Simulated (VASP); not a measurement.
**InAs: single point with PBEsol**

Crystal: InAs.

```
In As
1.0
     0.00000    3.02400    2.99376
     3.02400    0.00000    2.99376
     3.02400    3.02400    0.00000
In As
1 1
Direct
  0.00000 0.00000 0.00000
  0.75000 0.75000 0.75000
```

This cell differs from its parent crystal: strain -0.0100 x Voigt [0, 0, 1, 0, 0, 0].

```json
{"Program": "VASP 6.6.1", "Task": "single point", "Functional": "PBEsol", "Potentials or basis": "VASP PAW PBE potentials, release 64 (In_d, As)", "Cutoff": "520 eV", "k mesh": "14 × 14 × 14", "Occupations": "gaussian, width 0.15 eV", "Spin": "no spin polarisation"}
```

The pressure is 1.8 GPa.

Stress tensor (GPa, compression positive):
```
1.74 0.00 0.00
0.00 1.74 0.00
0.00 0.00 2.07
```

Levels at points of the mesh, in eV from the Fermi level:
| k point | band 6 | band 7 | band 8 | band 9 | band 10 | band 11 | band 12 | band 13 |
| --- | --- | --- | --- | --- | --- | --- | --- | --- |
| (0.00, 0.00, 0.00) | -12.09 | -0.37 | -0.16 | -0.16 | -0.11 | 3.71 | 3.73 | 3.73 |
| (0.50, 0.00, 0.00) | -10.58 | -6.00 | -1.18 | -1.12 | 0.75 | 4.46 | 4.52 | 6.59 |
| (0.50, 0.50, 0.00) | -10.00 | -6.02 | -2.55 | -2.55 | 1.25 | 1.78 | 9.06 | 9.15 |
| (0.50, 0.00, 0.50) | -10.03 | -6.08 | -2.50 | -2.50 | 1.30 | 1.87 | 8.97 | 9.10 |

It took 120 s on 1 thread of AMD EPYC 9R45 96-Core Processor (Zen 5), on a shared host, peak memory 0.32 GiB.

Caveat: the cell differs from its parent crystal (strain -0.0100 x Voigt [0, 0, 1, 0, 0, 0]); the PAW data sets were made with another functional, which shifts forces and pressure a little; spin-orbit coupling is left out, which moves the levels of the heavy elements.
